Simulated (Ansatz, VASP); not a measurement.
**Two plane-wave programs on LiTaH4**

Contents of INCAR:

```
SYSTEM = LiTaH4
  PREC = Accurate
  ENCUT = 520
  EDIFF = 1E-6
  ISMEAR = 0
  SIGMA = 0.1
  LREAL = .False.
  LASPH = .True.
  NELM = 60
  ALGO = Normal
  ISIF = 2
  LWAVE = .False.
  LCHARG = .True.
  GGA = PE
  LELF = .True.
  LVHAR = .True.
  NBANDS = 18
```

KPOINTS

```
Automatic mesh
0
Gamma
  4 4 4
  0 0 0
```

Contents of POSCAR:

```
LiTaH4
1.0
    3.7905054800      0.0000000000      0.0000000000
    0.0000000000      3.7905054800      0.0000000000
    0.0000000000      0.0000000000      5.8676173700
Li Ta H
1 1 4
Direct
    0.5000000000      0.5000000000      0.5000000000
    0.0000000000      0.0000000000      0.0000000000
    0.0000000000      0.0000000000      0.6737352500
    0.5000000000      0.0000000000      0.0000000000
    0.0000000000      0.5000000000      0.0000000000
    0.0000000000      0.0000000000      0.3262647500
```

Input for Ansatz:

```yaml
crystal:
  lattice:
    - [3.79050548, 0.0, 0.0]
    - [0.0, 3.79050548, 0.0]
    - [0.0, 0.0, 5.86761737]
  atoms:
    - { symbol: Li, position: [0.5, 0.5, 0.5] }
    - { symbol: Ta, position: [0.0, 0.0, 0.0] }
    - { symbol: H, position: [0.0, 0.0, 0.67373525] }
    - { symbol: H, position: [0.5, 0.0, 0.0] }
    - { symbol: H, position: [0.0, 0.5, 0.0] }
    - { symbol: H, position: [0.0, 0.0, 0.32626475] }
basis:
  ecutwfc: 420
kpoints:
  mp_grid: { grid: [4, 4, 4] }
hamiltonian:
  xc: pbe
scf:
  occupations: { method: gaussian, width: 0.1 }
  lower_state_search: "off"
output:
  forces: true
  stress: true
  eigenvalues: true
```

Alike in both runs: task single point; functional PBE; k mesh 4 × 4 × 4; occupations gaussian, width 0.1 eV; no spin polarisation.

|  | VASP | Ansatz |
| --- | --- | --- |
| version | VASP 6.6.1 | Ansatz 0.2.0 |
| potentials or method | VASP PAW PBE potentials, release 64 (Li_sv, Ta_pv, H), cutoff 520 eV | scalar-relativistic, plane waves, PAW |
| valence electrons in the cell | 18 | 20 |

|  | VASP | Ansatz | Ansatz less VASP |
| --- | --- | --- | --- |
| gap on the k mesh at the Fermi level (eV) | none | none | - |
| rms of the force components (eV/Å) | 0.110 | 0.111 | +0.0011 |

Atom by atom the forces differ by 0.001 eV/Å (rms over components). A gap of «none» marks a metal or a gap that the smearing closes. VASP's potentials hold 18 valence electrons a cell and Ansatz's 20, so a difference there can come from the potentials and not from the codes.

The k mesh is coarse, so the values compare programs but aren't converged. Neither program's run includes spin-orbit coupling. Noted on VASP's run: the cutoff is short for stress, so the pressure is rough.
